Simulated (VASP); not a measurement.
Wanted: the native input for a VASP 6.6.1 run.

| Item | Value |
| --- | --- |
| Task | single point |
| Functional | PBE |
| Potentials or basis | VASP PAW PBE potentials, release 64 (Cs_sv, Sb) |
| Cutoff | 520 eV |
| k mesh | 12 × 12 × 8 |
| Occupations | gaussian, width 0.1 eV |
| Spin | no spin polarisation |
| Dipole correction | no |
| Further INCAR settings | ALGO = Normal; EDIFF = 1e-06; NBANDS = 16 |

The structure of CsSb2 lies in POSCAR:

```
CsSb2
1.0
    5.1629424559      0.0000000000      0.0000000000
   -2.5814712279      4.4712393251      0.0000000000
    0.0000000000      0.0000000000      5.9447723561
Cs Sb
1 2
Direct
    0.0000000000      0.0000000000      0.0000000000
    0.3333333333      0.6666666667      0.5000000000
    0.6666666667      0.3333333333      0.5000000000
```

These files were run (other wordings do the same):

INCAR

```
  PREC = Accurate
  ENCUT = 520
  EDIFF = 1E-6
  ISMEAR = 0
  SIGMA = 0.1
  LREAL = False
  LASPH = True
  NELM = 80
  ALGO = Normal
  ISIF = 2
  LWAVE = False
  LCHARG = True
  GGA = PE
  LELF = True
  LVHAR = True
  NBANDS = 16
```

KPOINTS

```
regular mesh
0
Gamma
  12 12 8
```

Potentials or basis: VASP PAW PBE potentials, release 64 (Cs_sv, Sb).

Launch:

```bash
$ cat potpaw_PBE.64/Cs_sv/POTCAR potpaw_PBE.64/Sb/POTCAR > POTCAR
$ mpirun -np 1 vasp_std > vasp.out
```

It gave:

The pressure is 0.0 GPa.

It took 2.4 min on 1 thread of Intel(R) Xeon(R) Platinum 8488C (Sapphire Rapids), with other jobs on the host, peak memory 0.4 GiB.
